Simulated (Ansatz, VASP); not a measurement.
# Two plane-wave programs on MgS

File POSCAR:

```
MgS
1.0
    0.0000000000      2.6015179373      2.6015179373
    2.6015179373      0.0000000000      2.6015179373
    2.6015179373      2.6015179373      0.0000000000
Mg S
1 1
Direct
    0.0000000000      0.0000000000      0.0000000000
    0.5000000000      0.5000000000      0.5000000000
```

Contents of INCAR.step1:

```
ALGO = Normal
EDIFF = 1E-5
ENCUT = 520
GGA = PE
ISIF = 2
ISMEAR = 0
LASPH = True
LREAL = False
LWAVE = True
NBANDS = 11
NELM = 100
PREC = Accurate
SIGMA = 0.01
```

INCAR.step2

```
ALGO = Normal
EDIFF = 1E-6
ENCUT = 520
GGA = PE
HFSCREEN = 0.2079
ISIF = 2
ISMEAR = 0
ISTART = 1
LASPH = True
LCHARG = True
LELF = True
LHFCALC = True
LREAL = False
LVHAR = True
LWAVE = False
NBANDS = 11
NELM = 100
PREC = Accurate
PRECFOCK = Normal
SIGMA = 0.01
```

File KPOINTS:

```
k-points
0
Gamma
  4 4 4
```

Input for Ansatz:

```yaml
crystal:
  lattice:
    - [0.0, 2.6015179373, 2.6015179373]
    - [2.6015179373, 0.0, 2.6015179373]
    - [2.6015179373, 2.6015179373, 0.0]
  atoms:
    - { symbol: Mg, position: [0.0, 0.0, 0.0] }
    - { symbol: S, position: [0.5, 0.5, 0.5] }
kpoints:
  mp_grid: { grid: [4, 4, 4] }
hamiltonian:
  xc: hse06
scf:
  occupations: { method: fixed }
  n_extra_bands: 4
output:
  forces: true
  stress: true
  eigenvalues: true
```

Alike in both runs: task single point; functional HSE06; k mesh 4 × 4 × 4; no spin polarisation.

|  | VASP | Ansatz |
| --- | --- | --- |
| version | VASP 6.6.1 | Ansatz 0.2.0 |
| potentials or method | VASP PAW PBE potentials, release 64 (Mg, S) | plane waves, PAW |
| plane-wave cutoff (eV) | 520 | 420 |
| occupations | gaussian, width 0.01 eV | fixed |
| valence electrons in the cell | 8 | 16 |

```tsv
	VASP	Ansatz	Ansatz less VASP
gap on the k mesh at the Fermi level (eV)	3.75	3.80	+0.052
pressure (GPa)	-0.4	-0.1	+0.32
```

VASP's potentials hold 8 valence electrons a cell and Ansatz's 16, so a difference there can come from the potentials and not from the codes. Ansatz's warnings: stress exchange threshold loose, stress scf threshold loose.

The k mesh is coarse, so the values compare programs but aren't converged.
